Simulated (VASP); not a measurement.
A run of VASP 6.6.1 is set up as follows.

The input INCAR:

```
SYSTEM = SnO
  PREC = Accurate
  ENCUT = 520
  EDIFF = 1E-6
  ISMEAR = -1
  SIGMA = 0.05
  LREAL = .FALSE.
  LASPH = .TRUE.
  NELM = 100
  ALGO = Normal
  ISIF = 2
  LWAVE = .FALSE.
  LCHARG = .FALSE.
  GGA = PS
  IVDW = 13
  NBANDS = 28
```

File KPOINTS:

```
Automatic mesh
0
G
  7 7 6
  0 0 0
```

POSCAR

```
SnO
1.0
    3.7358428604      0.0000000000      0.0000000000
    0.0000000000      3.7358428604      0.0000000000
    0.0000000000      0.0000000000      4.7871523832
Sn O
2 2
Direct
    0.5000000000      0.0000000000      0.7646261400
    0.0000000000      0.5000000000      0.2353738600
    0.0000000000      0.0000000000      0.0000000000
    0.5000000000      0.5000000000      0.0000000000
```

Potentials or basis: VASP PAW PBE potentials, release 64 (Sn_d, O).

Launch:

```sh
$ cat potpaw_PBE.64/Sn_d/POTCAR potpaw_PBE.64/O/POTCAR > POTCAR
$ mpirun -np 1 vasp_std > vasp.out
```

Question: Estimate the dispersion energy per atom.

Answer: -0.164 eV.

Question: Predict the band gap on the k mesh.

Answer: 0.15 eV, indirect (least direct gap 1.93 eV).

Question: Estimate the largest force.

Answer: 1.109 eV/Å.

Question: What does it give for the pressure?

Answer: 4.8 GPa.

Stress tensor (GPa, compression positive):
```
5.45 0.00 0.00
0.00 5.45 0.00
0.00 0.00 3.56
```

Caveat: the PAW data sets were made with another functional, which shifts forces and pressure a little; spin-orbit coupling is left out, which moves the levels of the heavy elements. A k mesh can miss the band edges.
